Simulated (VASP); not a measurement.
# Zr3Co2As4 (C2/m) in VASP: single point with r2SCAN

Aim: the single point of Zr3Co2As4 with r2SCAN.

Program: VASP 6.6.1. These are calculated values, not measurements. Logs are shortened: lines on timing, memory, paths and dates and some standing lists are left out, and cuts for length are marked.

**1. The cell of the first run**

It takes space group C2/m (No. 12, monoclinic). Conventional cell: a = 15.018 Å, b = 3.993 Å, c = 6.415 Å, α = 90.00°, β = 113.15°, γ = 90.00°. Zr (site symmetry m) has 8 As at 2.97 to 3.50 Å and 3 Co at 3.06 to 3.14 Å and 7 Zr at 3.50 to 4.23 Å within 4.3 Å. Within 3.8 Å of Zr (site symmetry 2/m) lie 6 As at 2.85 to 2.92 Å and 4 Co at 3.34 Å and 2 Zr at 3.50 Å. Within 3.2 Å of Co (site symmetry m) lie 4 As at 2.30 to 2.38 Å and 2 Co at 2.98 Å and 3 Zr at 3.06 to 3.14 Å. Within 3.0 Å of As (site symmetry m) lie 3 Co at 2.30 to 2.33 Å and 3 Zr at 2.85 to 2.97 Å. As (site symmetry m) has 1 As at 2.20 Å and 1 Co at 2.38 Å and 6 Zr at 2.92 to 3.06 Å within 3.1 Å.

**2. Single point, r2SCAN**

File POSCAR:

```
Zr3Co2As4
1.0
    0.0000000000      3.9926800000      0.0000000000
    7.5091350000     -1.9963400000      0.0000000000
    2.5215350000      0.0000000000     -5.8982580000
Zr Co As
3 2 4
Direct
    0.1437000000      0.2874000000      0.4185600000
    0.8563000000      0.7126000000      0.5814400000
    0.0000000000      0.0000000000      0.0000000000
    0.3283800000      0.6567600000      0.9634100000
    0.6716200000      0.3432400000      0.0365900000
    0.2063800000      0.4127600000      0.8326700000
    0.7936200000      0.5872400000      0.1673300000
    0.4889500000      0.9779000000      0.6797200000
    0.5110500000      0.0221000000      0.3202800000
```

File INCAR.step1:

```
SYSTEM = Zr3Co2As4
  PREC = Accurate
  ENCUT = 520
  ISMEAR = -1
  SIGMA = 0.1172
  LREAL = .False.
  LASPH = .True.
  NELM = 100
  NBANDS = 47
  GGA = PE
  ALGO = Normal
  EDIFF = 1E-4
  LWAVE = .True.
  LCHARG = .False.
```

File INCAR.step2:

```
SYSTEM = Zr3Co2As4
  PREC = Accurate
  ENCUT = 520
  EDIFF = 1E-6
  ISMEAR = -1
  SIGMA = 0.1172
  LREAL = .False.
  LASPH = .True.
  NELM = 100
  ALGO = Normal
  ISIF = 2
  LWAVE = .False.
  LCHARG = .False.
  METAGGA = R2SCAN
  LMIXTAU = .True.
  NBANDS = 47
  ISTART = 1
```

File KPOINTS:

```
regular mesh
0
Gamma
  6 6 4
  0 0 0
```

Potentials or basis: VASP PAW PBE potentials, release 64 (Zr_sv, Co, As).

Launch:

```sh
$ cat potpaw_PBE.64/Zr_sv/POTCAR potpaw_PBE.64/Co/POTCAR potpaw_PBE.64/As/POTCAR > POTCAR
$ cp INCAR.step1 INCAR
$ mpirun -np 1 vasp_std > vasp.out
$ cp INCAR.step2 INCAR
$ mpirun -np 1 vasp_std > vasp.out
```

OUTCAR:

```text
SYSTEM = Zr3Co2As4
   PREC = Accurate
   ENCUT = 520
   EDIFF = 1E-6
   ISMEAR = -1
   LREAL = .False.
   LASPH = .True.
   NELM = 100
   ISIF = 2
   METAGGA = R2SCAN
   ISTART = 1

 ion  position               nearest neighbor table
   1  0.144  0.287  0.419-   7 2.97   7 2.97   8 3.02   8 3.02   9 3.06   9 3.06   5 3.06   5 3.06
                             4 3.14   6 3.15   3 3.50
   2  0.856  0.713  0.581-   6 2.97   6 2.97   9 3.02   9 3.02   8 3.06   8 3.06   4 3.06   4 3.06
                             5 3.14   7 3.15   3 3.50
   3  0.000  0.000  0.000-   6 2.85   7 2.85   9 2.92   8 2.92   9 2.92   8 2.92   4 3.34   5 3.34
                             4 3.34   5 3.34   2 3.50   1 3.50
   4  0.328  0.657  0.963-   6 2.30   7 2.33   7 2.33   8 2.38   5 2.98   5 2.98   2 3.06   2 3.06
                             1 3.14   3 3.34   3 3.34
   5  0.672  0.343  0.037-   7 2.30   6 2.33   6 2.33   9 2.38   4 2.98   4 2.98   1 3.06   1 3.06
                             2 3.14   3 3.34   3 3.34
   6  0.206  0.413  0.833-   4 2.30   5 2.33   5 2.33   3 2.85   2 2.97   2 2.97   1 3.15
   7  0.794  0.587  0.167-   5 2.30   4 2.33   4 2.33   3 2.85   1 2.97   1 2.97   2 3.15
   8  0.489  0.978  0.680-   9 2.20   4 2.38   3 2.92   3 2.92   1 3.02   1 3.02   2 3.06   2 3.06

   9  0.511  0.022  0.320-   8 2.20   5 2.38   3 2.92   3 2.92   2 3.02   2 3.02   1 3.06   1 3.06

  LATTYP: Found a base centered monoclinic cell.
 ALAT       =    15.0182700000
 B/A-ratio  =     0.2658548555
 C/A-ratio  =     0.4271223270
 COS(beta)  =    -0.3930907451

  Lattice vectors:

 A1 = (  -7.5091350000,  -1.9963400000,   0.0000000000)
 A2 = (  -7.5091350000,   1.9963400000,   0.0000000000)
 A3 = (   2.5215350000,   0.0000000000,  -5.8982580000)

Analysis of symmetry for initial positions (statically):
=====================================================================
 Subroutine PRICEL returns:
 Original cell was already a primitive cell.

 Routine SETGRP: Setting up the symmetry group for a
 base centered monoclinic supercell.

 Subroutine GETGRP returns: Found  4 space group operations
 (whereof  4 operations were pure point group operations)
 out of a pool of  4 trial point group operations.

The static configuration has the point symmetry C_2h.

Analysis of symmetry for dynamics (positions and initial velocities):
=====================================================================
 Subroutine PRICEL returns:
 Original cell was already a primitive cell.

 Routine SETGRP: Setting up the symmetry group for a
 base centered monoclinic supercell.

 Subroutine GETGRP returns: Found  4 space group operations
[... 127 lines left out ...]
   PSTRESS=    0.0 pullay stress
   NELECT =      74.0000    total number of electrons
   NUPDOWN=      -1.0000    fix difference up-down
   EMIN   =  10.00;   EMAX   =-10.00  energy-range for DOS
   EFERMI =   0.00;   METHOD = LEGACY
   ISMEAR =    -1;   SIGMA  =   0.12  broadening in eV -4-tet -1-fermi 0-gaus
   EFERMI_NEDOS =   21; number of points for ismear=-14 and -15
   IALGO  =     38    algorithm
   IMIX   =      4    mixing-type and parameters
     AMIX     =   0.40;   BMIX     =  1.00
     AMIX_MAG =   1.60;   BMIX_MAG =  1.00
  volume/ion in A,a.u.               =      19.65       132.60
  Fermi-wavevector in a.u.,A,eV,Ry     =   1.224502  2.313972 20.400631  1.499404
  Thomas-Fermi vector in A             =   2.359574
   LORBIT       =      0    0 simple, 1 ext, 2 COOP (PROOUT), +10 PAW based schemes
   METAGGA = R2SCAN    functional components
   LHFCALC =     F    Hartree Fock is set to
   AEXX    =    0.0000 exact exchange contribution
   IVDW    =     0    specifies the selected vdW correction
   LEPSILON=     F    determine dielectric tensor
   LRPA    =     F    only Hartree local field effects (RPA)
 non-spin polarized calculation
  energy-cutoff  :      520.00
  volume of cell :      176.84
 maximum number of plane-waves:      4791
 NGX is ok and might be reduce to    30
   NGX = 15   NGY = 29   NGZ = 23

 number of electron      73.9999996 magnetization

 Free energy of the ion-electron system (eV)
  ---------------------------------------------------
  ext. energy  EPLUGINS =         0.00000000
  ---------------------------------------------------
  free energy    TOTEN  =      -158.39981499 eV

  energy without entropy =     -158.12036617  energy(sigma->0) =     -158.26009058

 E-fermi :   7.7612     XC(G=0): -11.4878

 val. band max:        7.7463476677   @ k =   0.1667   0.3333   0.0000
 cond. band min:       7.7716713287   @ k =   0.1667  -0.3333   0.2500
 fundamental gap:      0.0253236611
 Fermi energy:         7.7612255450

 k-point     1 :       0.0000    0.0000    0.0000
  band No.  band energies     occupation
      1     -44.0716      2.00000
      2     -44.0690      2.00000
      3     -43.7871      2.00000
      4     -21.4499      2.00000
      5     -21.3960      2.00000
      6     -21.3676      2.00000
[... 1189 lines left out ...]
     46       9.7719      0.00000
     47      10.0148      0.00000

 [... further k-points ...]

------------------------ aborting loop because EDIFF is reached ----------------------------------------

  FORCE on cell =-STRESS in cart. coord.  units (eV):
  Direction    XX          YY          ZZ          XY          YZ          ZX
  --------------------------------------------------------------------------------------
  -------------------------------------------------------------------------------------
  Total      -16.6203332    -14.4687031     -6.4458634      0.0000000      0.0000000     -5.3643733
  in kB     -150.5816759   -131.0877189    -58.4000872      0.0000000      0.0000000    -48.6016927
  external PRESSURE =    -113.3564940 kB  Pullay stress =       0.0000000 kB

 VOLUME and BASIS-vectors are now :
 -----------------------------------------------------------------------------
  energy-cutoff  :      520.00
  volume of cell :      176.84
      direct lattice vectors                 reciprocal lattice vectors
     0.000000000  3.992680000  0.000000000     0.066585565  0.250458339  0.028465665
     7.509135000 -1.996340000  0.000000000     0.133171131  0.000000000  0.056931329
     2.521535000  0.000000000 -5.898258000     0.000000000  0.000000000 -0.169541583

 POSITION                                       TOTAL-FORCE (eV/Angst)
 -----------------------------------------------------------------------------------
      3.21354      0.00000     -2.46877         0.142422      0.000000      0.245124
      6.81713      1.99634     -3.42948        -0.142422      0.000000     -0.245124
      0.00000      0.00000      0.00000        -0.000000      0.000000      0.000000
      7.36097      0.00000     -5.68244         0.342993     -0.000000      0.216631
      2.66970      1.99634     -0.21582        -0.342993      0.000000     -0.216631
      5.19908      0.00000     -4.91130        -1.132463     -0.000000      1.473775
      4.83159      1.99634     -0.98696         1.132463      0.000000     -1.473775
      9.05712      0.00000     -4.00916         1.438155      0.000000     -4.549949
      0.97355      1.99634     -1.88909        -1.438155      0.000000      4.549949
 -----------------------------------------------------------------------------------
    total drift:                               -0.000000     -0.000000      0.000000

  FREE ENERGIE OF THE ION-ELECTRON SYSTEM (eV)
  ---------------------------------------------------
  free  energy   TOTEN  =      -158.3998149941 eV

  energy  without entropy=     -158.1203661739  energy(sigma->0) =     -158.26009058
```

It took 19 min on 1 thread of Intel Xeon 6975P-C (Granite Rapids), shared host; peak memory 0.54 GiB.

What came out:

- Free energy: -158.3998 eV
- Pressure: -11.3 GPa
- Largest force: 4.772 eV/Å
- Band gap on the k mesh: zero (bands 37 and 38 overlap by 0.43 eV)

Forces on the atoms (eV/Å):
```
Zr   0.142  0.000  0.245
Zr  -0.142  0.000 -0.245
Zr   0.000  0.000  0.000
Co   0.343  0.000  0.217
Co  -0.343  0.000 -0.217
As  -1.132  0.000  1.474
As   1.132  0.000 -1.474
As   1.438  0.000 -4.550
As  -1.438  0.000  4.550
```

Caveat: the stress differs along the axes, from -15 to -6 GPa; the PAW data sets were made with another functional, which shifts forces and pressure a little; the run has no spin polarisation, though such a crystal can be magnetic. Spin polarisation is off, so any magnetic state and its effect on volume and gap are missing.

The gap in the log of VASP goes by the Fermi energy; the results here count the filled bands.